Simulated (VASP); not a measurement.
A run of VASP 6.6.1 is set up as follows.

File INCAR:

```
SYSTEM = H
PREC = Accurate
ENCUT = 520
EDIFF = 1E-7
ISMEAR = -1
SIGMA = 0.02
LREAL = .False.
LASPH = .True.
NELM = 80
ALGO = Normal
ISIF = 2
LWAVE = .False.
LCHARG = .False.
GGA = PS
NBANDS = 8
```

Contents of KPOINTS:

```
Automatic mesh
0
Gamma
  1 1 1
  0 0 0
```

The input POSCAR:

```
H
1.0
    9.0000000000      0.0000000000      0.0000000000
    0.0000000000      9.5000000000      0.0000000000
    0.0000000000      0.0000000000     10.0000000000
H
2
Direct
    0.5000000000      0.5000000000      0.4621100107
    0.5000000000      0.5000000000      0.5378899893
```

Potentials or basis: VASP PAW PBE potentials, release 64 (H).

Command:

```sh
$ cat potpaw_PBE.64/H/POTCAR > POTCAR
$ mpirun -np 1 vasp_gam > vasp.out
```

**Question.** Predict the gap between the frontier levels.

**Answer.** 9.94 eV.

**Question.** What does it give for the largest force?

**Answer.** 0.019 eV/Å.

Forces in eV/Å, atoms in the order of the input:
```
H    0.000  0.000 -0.019
H    0.000  0.000  0.019
```

Caveat: the PAW data sets were made with another functional, which shifts forces and pressure a little.
